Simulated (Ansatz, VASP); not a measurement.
**One calculation of Ge2Sb2Te5, two programs**

```xyz
9
Lattice="4.2648 0.0000 0.0000 -2.1324 3.6935 0.0000 0.0000 0.0000 17.9991" Properties=species:S:1:pos:R:3 pbc="T T T"
Ge    0.0000    0.0000    5.8455
Ge    0.0000    0.0000   12.1536
Sb    0.0000    2.4623    1.9964
Sb    2.1324    1.2312   16.0027
Te    0.0000    0.0000    0.0000
Te    0.0000    2.4623   14.2748
Te    2.1324    1.2312    3.7243
Te    0.0000    2.4623    7.2380
Te    2.1324    1.2312   10.7611
```

Alike in both runs: functional PBEsol; k mesh 12 × 12 × 2; occupations gaussian, width 0.1 eV; no spin polarisation.

Ansatz relaxed the structure, and its values are those at the end. VASP's run is a single point on that final structure, the one shown.

|  | VASP | Ansatz |
| --- | --- | --- |
| version | VASP 6.6.1 | Ansatz 0.2.0 |
| potentials or method | VASP PAW PBE potentials, release 64 (Ge_d, Sb, Te), cutoff 520 eV | scalar-relativistic, plane waves, PAW |
| valence electrons in the cell | 68 | 138 |

Ansatz gave:

| Quantity | Value |
| --- | --- |
| gap on the k mesh at the Fermi level (eV) | 0.02 |
| least direct gap on the mesh (eV) | 0.03 |
| pressure (GPa) | -1.7 |
| rms of the force components (eV/Å) | 0.002 |

Task: Which values does VASP return?

Result: gap on the k mesh at the Fermi level (eV): 0.02; least direct gap on the mesh (eV): 0.02; pressure (GPa): -1.7; rms of the force components (eV/Å): 0.010.

VASP's potentials were made for PBE, not for PBEsol. VASP's potentials hold 68 valence electrons a cell and Ansatz's 138, so a difference there can come from the potentials and not from the codes. Ansatz's warnings: stress scf threshold loose.

Neither program's run includes spin-orbit coupling.
